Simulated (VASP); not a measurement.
# MgO (Fm-3m) in VASP: a series of runs

MgO is run at these levels: PBEsol; tasks: single point, relaxation of cell and atoms.

Program: VASP 6.6.1. These are calculated values, not measurements. Logs are shortened: lines on timing, memory, paths and dates and some standing lists are left out, and cuts for length are marked.

**The experiment to reproduce.**

“Electronic structure of alkaline earth and post-transition metal oxides”, 2009, arxiv:0908.1581 quotes, for a bulk crystal of MgO: band gap 7.83 eV.

The runs below are set against these values where they give the same quantity.

## (1) The cell of the first run

It takes space group Fm-3m (No. 225, cubic). Conventional cell: a = 4.215 Å, b = 4.215 Å, c = 4.215 Å, α = 90.00°, β = 90.00°, γ = 90.00°. Within 2.8 Å of Mg (site symmetry m-3m) lie 6 O at 2.11 Å. Within 2.8 Å of O (site symmetry m-3m) lie 6 Mg at 2.11 Å.

## (2) Single point, PBEsol

The input, INCAR:

```
SYSTEM = MgO
PREC = Accurate ; ENCUT = 520
EDIFF = 1E-6 ; ISMEAR = 0
SIGMA = 0.02 ; LREAL = .False.
LASPH = .True. ; NELM = 60
ALGO = Normal ; ISIF = 2
LWAVE = .False. ; LCHARG = .True.
GGA = PS ; LELF = .True.
LVHAR = .True. ; NBANDS = 11
```

The input, KPOINTS:

```
Automatic mesh
0
Gamma
  10 10 10
  0 0 0
```

The input, POSCAR:

```
MgO
1.0
    0.0000000000      2.1074708084      2.1074708084
    2.1074708084      0.0000000000      2.1074708084
    2.1074708084      2.1074708084      0.0000000000
Mg O
1 1
Direct
    0.0000000000      0.0000000000      0.0000000000
    0.5000000000      0.5000000000      0.5000000000
```

Potentials or basis: VASP PAW PBE potentials, release 64 (Mg, O).

Command:

```console
$ cat potpaw_PBE.64/Mg/POTCAR potpaw_PBE.64/O/POTCAR > POTCAR
$ mpirun -np 1 vasp_std > vasp.out
```

OUTCAR:

```text
SYSTEM = MgO
   PREC = Accurate
   ENCUT = 520
   EDIFF = 1E-6
   ISMEAR = 0
   LREAL = .False.
   LASPH = .True.
   NELM = 60
   ISIF = 2
   GGA = PS

 ion  position               nearest neighbor table
   1  0.000  0.000  0.000-   2 2.11   2 2.11   2 2.11   2 2.11   2 2.11   2 2.11
   2  0.500  0.500  0.500-   1 2.11   1 2.11   1 2.11   1 2.11   1 2.11   1 2.11

  LATTYP: Found a face centered cubic cell.
 ALAT       =     4.2149416168

  Lattice vectors:

 A1 = (   0.0000000000,   2.1074708084,   2.1074708084)
 A2 = (   2.1074708084,   0.0000000000,   2.1074708084)
 A3 = (   2.1074708084,   2.1074708084,   0.0000000000)

Analysis of symmetry for initial positions (statically):
=====================================================================
 Subroutine PRICEL returns:
 Original cell was already a primitive cell.

 Routine SETGRP: Setting up the symmetry group for a
 face centered cubic supercell.

 Subroutine GETGRP returns: Found 48 space group operations
 (whereof 48 operations were pure point group operations)
 out of a pool of 48 trial point group operations.

The static configuration has the point symmetry O_h .

Analysis of symmetry for dynamics (positions and initial velocities):
=====================================================================
 Subroutine PRICEL returns:
 Original cell was already a primitive cell.

 Routine SETGRP: Setting up the symmetry group for a
 face centered cubic supercell.

 Subroutine GETGRP returns: Found 48 space group operations
 (whereof 48 operations were pure point group operations)
 out of a pool of 48 trial point group operations.

The dynamic configuration has the point symmetry O_h .

 Subroutine INISYM returns: Found 48 space group operations
 (whereof 48 operations are pure point group operations),
 and found     1 'primitive' translations

----------------------------------------------------------------------------------------

                                     Primitive cell

  volume of cell :      18.7204

  direct lattice vectors                    reciprocal lattice vectors
     0.000000000  2.107470808  2.107470808    -0.237251210  0.237251210  0.237251210
     2.107470808  0.000000000  2.107470808     0.237251210 -0.237251210  0.237251210
     2.107470808  2.107470808  0.000000000     0.237251210  0.237251210 -0.237251210

  length of vectors
     2.980413800  2.980413800  2.980413800     0.410931150  0.410931150  0.410931150

  position of ions in fractional coordinates (direct lattice)
     0.000000000  0.000000000  0.000000000
     0.500000000  0.500000000  0.500000000

  ion indices of the primitive-cell ions
   primitive index   ion index
                 1           1
                 2           2

----------------------------------------------------------------------------------------

 KPOINTS: Automatic mesh

Automatic generation of k-mesh.
 Grid dimensions read from file:
 generate k-points for:   10   10   10

 Generating k-lattice:

  Cartesian coordinates                     Fractional coordinates (reciprocal lattice)
    -0.023725121  0.023725121  0.023725121     0.100000000  0.000000000  0.000000000
     0.023725121 -0.023725121  0.023725121     0.000000000  0.100000000  0.000000000
     0.023725121  0.023725121 -0.023725121     0.000000000  0.000000000  0.100000000

  Length of vectors
     0.041093115  0.041093115  0.041093115

  Shift w.r.t. Gamma in fractional coordinates (k-lattice)
     0.000000000  0.000000000  0.000000000

 Subroutine IBZKPT returns following result:
 ===========================================

 Found     47 irreducible k-points:

 Following reciprocal coordinates:
            Coordinates               Weight
  0.000000  0.000000  0.000000      1.000000
  0.100000  0.000000  0.000000      8.000000
  0.200000  0.000000  0.000000      8.000000
  0.300000  0.000000  0.000000      8.000000
  0.400000  0.000000  0.000000      8.000000
  0.500000  0.000000  0.000000      4.000000
[... 16 lines left out ...]
  0.300000  0.300000  0.000000      6.000000
  0.400000  0.300000  0.000000     24.000000
 [... further k-points ...]
   k-points           NKPTS =     47   k-points in BZ     NKDIM =     47   number of bands    NBANDS=     11
   number of dos      NEDOS =    301   number of ions     NIONS =      2
   total plane-waves  NPLWV =  13824
   dimension x,y,z NGX =    24 NGY =   24 NGZ =   24
   dimension x,y,z NGXF=    48 NGYF=   48 NGZF=   48
   ions per type =               1   1
   NGX,Y,Z   is equivalent  to a cutoff of  13.39, 13.39, 13.39 a.u.
   NGXF,Y,Z  is equivalent  to a cutoff of  26.77, 26.77, 26.77 a.u.
 SYSTEM =  MgO
   PREC   = accura    normal or accurate (medium, high low for compatibility)
   ISTART =      0    job   : 0-new  1-cont  2-samecut
   ICHARG =      2    charge: 1-file 2-atom 10-const
   ISPIN  =      1    spin polarized calculation?
   LNONCOLLINEAR =      F non collinear calculations
   LSORBIT =      F    spin-orbit coupling
   LASPH  =      T    aspherical Exc in radial PAW
   ENCUT  =  520.0 eV  38.22 Ry    6.18 a.u.   5.54  5.54  5.54*2*pi/ulx,y,z
   NELM   =     60;   NELMIN=  2; NELMDL= -5     # of ELM steps
   EDIFF  = 0.1E-05   stopping-criterion for ELM
   LREAL  =      F    real-space projection
   EDIFFG = 0.1E-04   stopping-criterion for IOM
   NSW    =      0    number of steps for IOM
   IBRION =     -1    ionic relax: 0-MD 1-quasi-New 2-CG
   NFREE  =      0    steps in history (QN), initial steepest desc. (CG)
   ISIF   =      2    stress and relaxation
   ISYM   =      2    0-nonsym 1-usesym 2-fastsym
   POTIM  = 0.5000    time-step for ionic-motion
   TEBEG  =    0.0;   TEEND  =   0.0 temperature during run
   PSTRESS=    0.0 pullay stress
   NELECT =       8.0000    total number of electrons
   NUPDOWN=      -1.0000    fix difference up-down
   EMIN   =  10.00;   EMAX   =-10.00  energy-range for DOS
   EFERMI =   0.00;   METHOD = LEGACY
   ISMEAR =     0;   SIGMA  =   0.02  broadening in eV -4-tet -1-fermi 0-gaus
   EFERMI_NEDOS =   21; number of points for ismear=-14 and -15
   IALGO  =     38    algorithm
   IMIX   =      4    mixing-type and parameters
     AMIX     =   0.40;   BMIX     =  1.00
     AMIX_MAG =   1.60;   BMIX_MAG =  1.00
  volume/ion in A,a.u.               =       9.36        63.17
  Fermi-wavevector in a.u.,A,eV,Ry     =   1.233105  2.330230 20.688298  1.520547
  Thomas-Fermi vector in A             =   2.367848
   LORBIT       =      0    0 simple, 1 ext, 2 COOP (PROOUT), +10 PAW based schemes
   GGA     = PS    functional components
   LHFCALC =     F    Hartree Fock is set to
   AEXX    =    0.0000 exact exchange contribution
   IVDW    =     0    specifies the selected vdW correction
   LEPSILON=     F    determine dielectric tensor
   LRPA    =     F    only Hartree local field effects (RPA)
 non-spin polarized calculation
 Gauss-broadening in eV      SIGMA  =   0.02
  energy-cutoff  :      520.00
  volume of cell :       18.72
 maximum number of plane-waves:       531
 NGX is ok and might be reduce to    24
   NGX = 11   NGY = 11   NGZ = 11

 number of electron       8.0000005 magnetization

 Free energy of the ion-electron system (eV)
  ---------------------------------------------------
  ext. energy  EPLUGINS =         0.00000000
  ---------------------------------------------------
  free energy    TOTEN  =       -12.51243539 eV

  energy without entropy =      -12.51243539  energy(sigma->0) =      -12.51243539

 E-fermi :   3.1422     XC(G=0): -11.3005

 val. band max:        3.0519608433   @ k =   0.0000   0.0000   0.0000
 cond. band min:       7.6664441248   @ k =   0.0000   0.0000   0.0000
 fundamental gap:      4.6144832815
 Fermi energy:         3.1421675116

 k-point     1 :       0.0000    0.0000    0.0000
  band No.  band energies     occupation
      1     -14.1433      2.00000
      2       3.0520      2.00000
      3       3.0520      2.00000
      4       3.0520      2.00000
      5       7.6664      0.00000
      6      18.6724      0.00000
      7      18.6724      0.00000
      8      18.6724      0.00000
      9      22.5096      0.00000
     10      24.3908      0.00000
     11      24.3908      0.00000

 k-point     2 :       0.1000    0.0000    0.0000
  band No.  band energies     occupation
      1     -14.0359      2.00000
      2       2.3887      2.00000
      3       2.9835      2.00000
      4       2.9835      2.00000
      5       8.3011      0.00000
      6      17.4115      0.00000
      7      18.9132      0.00000
      8      18.9132      0.00000
      9      23.6634      0.00000
     10      23.6634      0.00000
     11      24.1859      0.00000

 k-point     3 :       0.2000    0.0000    0.0000
  band No.  band energies     occupation
      1     -13.7402      2.00000
      2       1.0526      2.00000
      3       2.8102      2.00000
      4       2.8102      2.00000
      5       9.4943      0.00000
      6      15.9046      0.00000
      7      19.4017      0.00000
      8      19.4017      0.00000
      9      22.9677      0.00000
     10      22.9677      0.00000
     11      25.1405      0.00000
[... 267 lines left out ...]
 k-point    23 :       0.3000    0.3000    0.0000
  band No.  band energies     occupation
      1     -13.1344      2.00000
      2      -0.1391      2.00000
      3       2.1036      2.00000
      4       2.1036      2.00000
      5      11.7976      0.00000
      6      13.2841      0.00000
      7      17.3370      0.00000
      8      20.8244      0.00000
      9      20.8244      0.00000
     10      27.0523      0.00000
     11      30.3021      0.00000

 k-point    24 :       0.4000    0.3000    0.0000
  band No.  band energies     occupation
      1     -12.8816      2.00000
      2      -0.5686      2.00000
      3       1.7318      2.00000
      4       1.9549      2.00000
      5      12.4993      0.00000
      6      13.0500      0.00000
      7      16.5098      0.00000
      8      21.0701      0.00000
      9      21.2742      0.00000
     10      27.7894      0.00000
     11      29.9039      0.00000

 [... further k-points ...]

------------------------ aborting loop because EDIFF is reached ----------------------------------------

  FORCE on cell =-STRESS in cart. coord.  units (eV):
  Direction    XX          YY          ZZ          XY          YZ          ZX
  --------------------------------------------------------------------------------------
  -------------------------------------------------------------------------------------
  Total       -0.0708408     -0.0708408     -0.0708408     -0.0000000     -0.0000000      0.0000000
  in kB       -6.0628851     -6.0628851     -6.0628851     -0.0000000     -0.0000000      0.0000000
  external PRESSURE =      -6.0628851 kB  Pullay stress =       0.0000000 kB

 VOLUME and BASIS-vectors are now :
 -----------------------------------------------------------------------------
  energy-cutoff  :      520.00
  volume of cell :       18.72
      direct lattice vectors                 reciprocal lattice vectors
     0.000000000  2.107470808  2.107470808    -0.237251210  0.237251210  0.237251210
     2.107470808  0.000000000  2.107470808     0.237251210 -0.237251210  0.237251210
     2.107470808  2.107470808  0.000000000     0.237251210  0.237251210 -0.237251210

 POSITION                                       TOTAL-FORCE (eV/Angst)
 -----------------------------------------------------------------------------------
      0.00000      0.00000      0.00000         0.000000      0.000000     -0.000000
      2.10747      2.10747      2.10747        -0.000000     -0.000000      0.000000
 -----------------------------------------------------------------------------------
    total drift:                               -0.000000     -0.000000      0.000000

  FREE ENERGIE OF THE ION-ELECTRON SYSTEM (eV)
  ---------------------------------------------------
  free  energy   TOTEN  =       -12.5124353940 eV

  energy  without entropy=      -12.5124353940  energy(sigma->0) =      -12.51243539
```

Run time: 5.2 s. Hardware: 1 thread of AMD EPYC 9R45 (Zen 5), shared host; peak memory 0.11 GiB.

What came out:

```yaml
Free_energy: -12.5124 eV
Pressure: -0.6 GPa
Band_gap_on_the_k_mesh: 4.61 eV, direct
```

Levels at points of the mesh, in eV from the valence-band top:
```
           k point  band 2  band 3  band 4  band 5  band 6  band 7
(0.00, 0.00, 0.00)    0.00    0.00    0.00    4.61   15.62   15.62
(0.50, 0.00, 0.00)   -4.67   -0.66   -0.66    7.73   12.48   16.16
(0.50, 0.50, 0.00)   -4.14   -1.36   -1.36    8.92    9.85   12.95
```

Caveat: the PAW data sets were made with another functional, which shifts forces and pressure a little.

## (3) Relaxation of cell and atoms, PBEsol

This run uses another cell than the first one, of 9.73 Å³/atom, 1.040 times its volume.

The input, INCAR:

```
PREC = Accurate
ENCUT = 600
EDIFF = 1E-6
ISMEAR = 0
SIGMA = 0.02
LREAL = F
LASPH = T
NELM = 100
ALGO = Normal
ISIF = 3
LWAVE = F
LCHARG = F
GGA = PS
IBRION = 2
NSW = 100
EDIFFG = -0.005
```

The input, KPOINTS:

```
Automatic mesh
0
Gamma
  10 10 10
```

The input, POSCAR:

```
MgO
1.0
    0.0000000000      2.1351500000      2.1351500000
    2.1351500000      0.0000000000      2.1351500000
    2.1351500000      2.1351500000      0.0000000000
Mg O
1 1
Direct
    0.0000000000      0.0000000000      0.0000000000
    0.5000000000      0.5000000000      0.5000000000
```

Potentials or basis: VASP PAW PBE potentials, release 64 (Mg, O).

Command:

```console
$ cat potpaw_PBE.64/Mg/POTCAR potpaw_PBE.64/O/POTCAR > POTCAR
$ mpirun -np 1 vasp_std > vasp.out
```

Run time: 8.2 s. Hardware: 1 thread of AMD EPYC 9R45 (Zen 5), shared host; peak memory 0.12 GiB.

Results (log left out):

```yaml
Free_energy: -12.5174 eV
Relaxed_volume: 9.31 Å³/atom
Relaxed_cell: a = 2.975 Å, b = 2.975 Å, c = 2.975 Å, α = 60.00°, β = 60.00°, γ = 60.00°
Space_group_after_relaxing_to_0.05_Å: Fm-3m (No. 225)
Energy_gained_by_relaxing: 8.9 meV/atom
Ionic_steps: 3
Pressure_after_relaxing: 0.0 GPa
Band_gap_on_the_k_mesh: 4.67 eV, direct
```

The path:
```csv
step,energy change (eV),largest force (eV/Å),pressure (GPa),volume (Å³)
1,0.0000,0.0000,-6.52,19.47
2,-0.0162,0.0000,2.22,18.37
3,-0.0179,0.0000,0.01,18.62
```

Final structure:
```
Mg O
1.0
     0.00000    2.10373    2.10373
     2.10373    0.00000    2.10373
     2.10373    2.10373    0.00000
Mg O
1 1
Cartesian
  0.0000 0.0000 0.0000
  2.1037 2.1037 2.1037
```

Levels at points of the mesh, in eV from the valence-band top:
```tsv
k point	band 2	band 3	band 4	band 5	band 6	band 7
(0.00, 0.00, 0.00)	0.00	0.00	0.00	4.67	15.65	15.65
(0.50, 0.00, 0.00)	-4.69	-0.67	-0.67	7.77	12.54	16.21
(0.50, 0.50, 0.00)	-4.16	-1.37	-1.37	8.93	9.91	13.01
```

Caveat: the PAW data sets were made with another functional, which shifts forces and pressure a little.

[end of part 1 of 2]
